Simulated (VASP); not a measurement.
The system is Ga2PN.

```
CELL_PARAMETERS angstrom
3.32731 0.00000 0.00000
0.00000 3.32731 0.00000
0.00000 0.00000 4.70552
ATOMIC_POSITIONS crystal
N 0.00000 0.00000 0.00000
Ga 0.00000 0.50000 0.75000
Ga 0.50000 0.00000 0.25000
P 0.50000 0.50000 0.50000
```

* Program: VASP 6.6.1
* Task: relaxation of cell and atoms
* Functional: PBE
* Potentials or basis: VASP PAW PBE potentials, release 64 (N, Ga_d, P)
* Cutoff: 600 eV
* k mesh: 8 × 8 × 6
* Occupations: fermi-dirac, width 0.02 eV
* Spin: no spin polarisation

At the start: pressure 42.7 GPa; volume 13.02 Å³/atom.

Problem. Where does the relaxation end?

Solution. Over 22 steps the energy falls by 590.5 meV/atom and the volume is 15.97 Å³/atom (+22.6 %); space group P-4m2 (No. 115, to 0.1 Å) before and after.

The path:
```tsv
step	energy change (eV)	largest force (eV/Å)	pressure (GPa)	volume (Å³)
1	0.0000	6.2250	42.67	52.09
2	-0.9702	1.3799	-15.46	82.86
3	-2.3247	0.4035	-3.36	66.27
4	-2.3302	0.5374	-2.38	65.64
5	-2.3308	0.6165	-1.80	65.28
6	-2.3607	0.1568	0.11	63.90
7	-2.3614	0.0754	0.44	63.67
8	-2.3614	0.0638	0.47	63.64
9	-2.3619	0.0252	-0.14	63.97
10	-2.3620	0.0015	0.13	63.88
11	-2.3620	0.0097	-0.10	63.91
12	-2.3620	0.0049	0.00	63.89
13	-2.3620	0.0016	0.04	63.89
14	-2.3620	0.0023	-0.10	63.91
15	-2.3620	0.0052	-0.07	63.91
16	-2.3620	0.0052	0.01	63.89
17	-2.3620	0.0059	0.03	63.89
18	-2.3620	0.0070	0.03	63.88
19	-2.3620	0.0061	-0.04	63.88
20	-2.3620	0.0067	-0.01	63.88
21	-2.3620	0.0068	0.02	63.88
22	-2.3620	0.0019	-0.03	63.88
```

Final structure:
```
N Ga P
1.0
     3.56722    0.00000    0.00000
     0.00000    3.56722    0.00000
     0.00000    0.00000    5.02026
N Ga P
1 2 1
Cartesian
  3.5672 0.0000 0.0000
  0.0000 1.7836 3.9737
  1.7836 0.0000 1.0466
  1.7836 1.7836 2.5101
```

Caveat: the volume moved by over 15 % at a fixed basis, so the end points are rough.
